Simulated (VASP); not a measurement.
# P (P2/m) in VASP: notebook, part 2 of 2

VASP 6.6.1. Earlier steps stand in the parts before.

### Step 3. Single point, LDA

File INCAR:

```
SYSTEM = P
ALGO     = Normal         ! electronic algorithm
EDIFF    = 1E-7           ! SCF threshold, eV
ENCUT    = 520            ! plane-wave cutoff, eV
ISIF     = 2              ! what is computed and relaxed
ISMEAR   = -1             ! smearing method
LASPH    = .True.         ! aspherical terms in the spheres
LCHARG   = .False.        ! write CHGCAR
LREAL    = .False.        ! projectors in reciprocal space
LWAVE    = .False.        ! write WAVECAR
NBANDS   = 12             ! bands
NELM     = 60             ! most SCF steps
PREC     = Accurate       ! precision mode
SIGMA    = 0.1            ! smearing width, eV
```

File KPOINTS:

```
Automatic mesh
0
Gamma
  8 8 4
  0.5 0.5 0.5
```

File POSCAR:

```
P
1.0
    2.4246941100      0.0000000000      0.0000000000
    0.0000000000      2.4385351400      0.0000000000
   -0.0203144600      0.0000000000      4.8524329000
P
2
Direct
    0.0000000000      0.0000000000      0.2505746400
    0.0000000300      0.0000000000      0.7494253600
```

Potentials or basis: VASP PAW LDA potentials, release 64 (P).

Launch:

```
$ cat potpaw_LDA.64/P/POTCAR > POTCAR
$ mpirun -np 1 vasp_std > vasp.out
```

OUTCAR:

```text
SYSTEM = P
   EDIFF = 1E-7
   ENCUT = 520
   ISIF = 2
   ISMEAR = -1
   LASPH = .True.
   LREAL = .False.
   NELM = 60
   PREC = Accurate

 ion  position               nearest neighbor table
   1  0.000  0.000  0.251-   2 2.42   2 2.43
   2  0.000  0.000  0.749-   1 2.42   1 2.43

  LATTYP: Found a simple monoclinic cell.
 ALAT       =     2.4246941100
 B/A-ratio  =     1.0057083613
 C/A-ratio  =     2.0012732338
 COS(beta)  =    -0.0041864117

  Lattice vectors:

 A1 = (   2.4246941100,   0.0000000000,   0.0000000000)
 A2 = (   0.0000000000,   2.4385351400,   0.0000000000)
 A3 = (  -0.0203144600,   0.0000000000,   4.8524329000)

Analysis of symmetry for initial positions (statically):
=====================================================================
 Subroutine PRICEL returns:
 Original cell was already a primitive cell.

 Routine SETGRP: Setting up the symmetry group for a
 simple monoclinic supercell.

 Subroutine GETGRP returns: Found  4 space group operations
 (whereof  4 operations were pure point group operations)
 out of a pool of  4 trial point group operations.

The static configuration has the point symmetry C_2h.

Analysis of symmetry for dynamics (positions and initial velocities):
=====================================================================
 Subroutine PRICEL returns:
 Original cell was already a primitive cell.

 Routine SETGRP: Setting up the symmetry group for a
 simple monoclinic supercell.

 Subroutine GETGRP returns: Found  4 space group operations
 (whereof  4 operations were pure point group operations)
 out of a pool of  4 trial point group operations.

The dynamic configuration has the point symmetry C_2h.

 Subroutine INISYM returns: Found  4 space group operations
 (whereof  4 operations are pure point group operations),
 and found     1 'primitive' translations

----------------------------------------------------------------------------------------

                                     Primitive cell

  volume of cell :      28.6910

  direct lattice vectors                    reciprocal lattice vectors
     2.424694110  0.000000000  0.000000000     0.412423157  0.000000000  0.001726588
     0.000000000  2.438535140  0.000000000     0.000000000  0.410082259  0.000000000
    -0.020314460  0.000000000  4.852432900     0.000000000  0.000000000  0.206082190

  length of vectors
     2.424694110  2.438535140  4.852475423     0.412426771  0.410082259  0.206082190

  position of ions in fractional coordinates (direct lattice)
     0.000000000  0.000000000  0.250574640
     0.000000030  0.000000000  0.749425360

  ion indices of the primitive-cell ions
   primitive index   ion index
                 1           1
                 2           2

----------------------------------------------------------------------------------------

 KPOINTS: Automatic mesh

Automatic generation of k-mesh.
 Grid dimensions read from file:
 generate k-points for:    8    8    4

 Generating k-lattice:

  Cartesian coordinates                     Fractional coordinates (reciprocal lattice)
     0.051552895  0.000000000  0.000215824     0.125000000  0.000000000  0.000000000
     0.000000000  0.051260282  0.000000000     0.000000000  0.125000000  0.000000000
     0.000000000  0.000000000  0.051520548     0.000000000  0.000000000  0.250000000

  Length of vectors
     0.051553346  0.051260282  0.051520548

  Shift w.r.t. Gamma in fractional coordinates (k-lattice)
     0.500000000  0.500000000  0.500000000

 Subroutine IBZKPT returns following result:
 ===========================================

 Found     64 irreducible k-points:

 Following reciprocal coordinates:
            Coordinates               Weight
  0.062500  0.062500  0.125000      4.000000
  0.187500  0.062500  0.125000      4.000000
  0.312500  0.062500  0.125000      4.000000
  0.437500  0.062500  0.125000      4.000000
 -0.437500  0.062500  0.125000      4.000000
 -0.312500  0.062500  0.125000      4.000000
[... 16 lines left out ...]
 -0.187500  0.312500  0.125000      4.000000
 -0.062500  0.312500  0.125000      4.000000
 [... further k-points ...]
   k-points           NKPTS =     64   k-points in BZ     NKDIM =     64   number of bands    NBANDS=     12
   number of dos      NEDOS =    301   number of ions     NIONS =      2
   total plane-waves  NPLWV =  11664
   dimension x,y,z NGX =    18 NGY =   18 NGZ =   36
   dimension x,y,z NGXF=    36 NGYF=   36 NGZF=   72
   ions per type =               2
   NGX,Y,Z   is equivalent  to a cutoff of  12.34, 12.27, 12.33 a.u.
   NGXF,Y,Z  is equivalent  to a cutoff of  24.68, 24.54, 24.67 a.u.
 SYSTEM =  P
   PREC   = accura    normal or accurate (medium, high low for compatibility)
   ISTART =      0    job   : 0-new  1-cont  2-samecut
   ICHARG =      2    charge: 1-file 2-atom 10-const
   ISPIN  =      1    spin polarized calculation?
   LNONCOLLINEAR =      F non collinear calculations
   LSORBIT =      F    spin-orbit coupling
   LASPH  =      T    aspherical Exc in radial PAW
   ENCUT  =  520.0 eV  38.22 Ry    6.18 a.u.   4.51  4.53  9.02*2*pi/ulx,y,z
   NELM   =     60;   NELMIN=  2; NELMDL= -5     # of ELM steps
   EDIFF  = 0.1E-06   stopping-criterion for ELM
   LREAL  =      F    real-space projection
   EDIFFG = 0.1E-05   stopping-criterion for IOM
   NSW    =      0    number of steps for IOM
   IBRION =     -1    ionic relax: 0-MD 1-quasi-New 2-CG
   NFREE  =      0    steps in history (QN), initial steepest desc. (CG)
   ISIF   =      2    stress and relaxation
   ISYM   =      2    0-nonsym 1-usesym 2-fastsym
   POTIM  = 0.5000    time-step for ionic-motion
   TEBEG  =    0.0;   TEEND  =   0.0 temperature during run
   PSTRESS=    0.0 pullay stress
   NELECT =      10.0000    total number of electrons
   NUPDOWN=      -1.0000    fix difference up-down
   EMIN   =  10.00;   EMAX   =-10.00  energy-range for DOS
   EFERMI =   0.00;   METHOD = LEGACY
   ISMEAR =    -1;   SIGMA  =   0.10  broadening in eV -4-tet -1-fermi 0-gaus
   EFERMI_NEDOS =   21; number of points for ismear=-14 and -15
   IALGO  =     38    algorithm
   IMIX   =      4    mixing-type and parameters
     AMIX     =   0.40;   BMIX     =  1.00
     AMIX_MAG =   1.60;   BMIX_MAG =  1.00
  volume/ion in A,a.u.               =      14.35        96.81
  Fermi-wavevector in a.u.,A,eV,Ry     =   1.152107  2.177167 18.059715  1.327352
  Thomas-Fermi vector in A             =   2.288761
   LORBIT       =      0    0 simple, 1 ext, 2 COOP (PROOUT), +10 PAW based schemes
   GGA     = CA    functional components
   LHFCALC =     F    Hartree Fock is set to
   AEXX    =    0.0000 exact exchange contribution
   IVDW    =     0    specifies the selected vdW correction
   LEPSILON=     F    determine dielectric tensor
   LRPA    =     F    only Hartree local field effects (RPA)
 non-spin polarized calculation
  energy-cutoff  :      520.00
  volume of cell :       28.69
 maximum number of plane-waves:       792
 NGX is ok and might be reduce to    18
   NGX =  9   NGY =  9   NGZ = 19

 number of electron      10.0000000 magnetization

 number of electron       9.9999996 magnetization

 Free energy of the ion-electron system (eV)
  ---------------------------------------------------
  ext. energy  EPLUGINS =         0.00000000
  ---------------------------------------------------
  free energy    TOTEN  =       -12.15591450 eV

  energy without entropy =      -12.14696747  energy(sigma->0) =      -12.15144098

 E-fermi :   9.7249     XC(G=0): -11.4533

 val. band max:        9.5708067941   @ k =  -0.1875   0.1875   0.3750
 cond. band min:       9.8387506854   @ k =  -0.4375   0.4375   0.1250
 fundamental gap:      0.2679438913
 Fermi energy:         9.7249188164

 k-point     1 :       0.0625    0.0625    0.1250
  band No.  band energies     occupation
      1      -6.5317      2.00000
      2      -2.6559      2.00000
      3       1.8069      2.00000
      4      12.9961      0.00000
      5      13.1094      0.00000
      6      14.2993      0.00000
      7      15.6543      0.00000
      8      16.9615      0.00000
      9      18.8242      0.00000
     10      18.9519      0.00000
     11      21.2188      0.00000
     12      22.7211      0.00000
[... 331 lines left out ...]
 k-point    24 :      -0.0625    0.3125    0.1250
  band No.  band energies     occupation
      1      -4.4606      2.00000
      2      -0.5668      2.00000
      3       3.6095      2.00000
      4       4.8527      2.00000
      5       8.2088      2.00000
      6      14.3177      0.00000
      7      14.6622      0.00000
      8      15.8397      0.00000
      9      18.2240      0.00000
     10      20.3641      0.00000
     11      23.9449      0.00000
     12      24.8236      0.00000

 [... further k-points ...]
[... 5 lines left out ...]
  --------------------------------------------------------------------------------------
  -------------------------------------------------------------------------------------
  Total       -0.5076590     -0.8188039     -0.5423717      0.0000000      0.0000000      0.0773669
  in kB      -28.3489623    -45.7240795    -30.2874066      0.0000000      0.0000000      4.3203644
  external PRESSURE =     -34.7868161 kB  Pullay stress =       0.0000000 kB

 VOLUME and BASIS-vectors are now :
 -----------------------------------------------------------------------------
  energy-cutoff  :      520.00
  volume of cell :       28.69
      direct lattice vectors                 reciprocal lattice vectors
     2.424694110  0.000000000  0.000000000     0.412423157  0.000000000  0.001726588
     0.000000000  2.438535140  0.000000000     0.000000000  0.410082259  0.000000000
    -0.020314460  0.000000000  4.852432900     0.000000000  0.000000000  0.206082190

 POSITION                                       TOTAL-FORCE (eV/Angst)
 -----------------------------------------------------------------------------------
     -0.00509      0.00000      1.21590        -0.000115      0.000000     -0.015564
     -0.01522      0.00000      3.63654         0.000115      0.000000      0.015564
 -----------------------------------------------------------------------------------
    total drift:                               -0.000015     -0.000000     -0.000000

  FREE ENERGIE OF THE ION-ELECTRON SYSTEM (eV)
  ---------------------------------------------------
  free  energy   TOTEN  =       -12.1559144966 eV

  energy  without entropy=      -12.1469674731  energy(sigma->0) =      -12.15144098
```

Wall time 12 s (1 thread of AMD EPYC 7R43 (Zen 3), shared host); peak memory 0.08 GiB.

Results:

* Free energy: -12.1559 eV
* Pressure: -3.5 GPa
* Largest force: 0.016 eV/Å
* Band gap on the k mesh: zero (band 5 reaches 13.61 eV, above the bottom of band 6 at 7.02 eV)

Forces in eV/Å, atoms in the order of the input:
```
P    0.000  0.000 -0.016
P    0.000  0.000  0.016
```

Stress tensor (GPa, compression positive):
```
-2.83  0.00  0.43
 0.00 -4.57  0.00
 0.43  0.00 -3.03
```
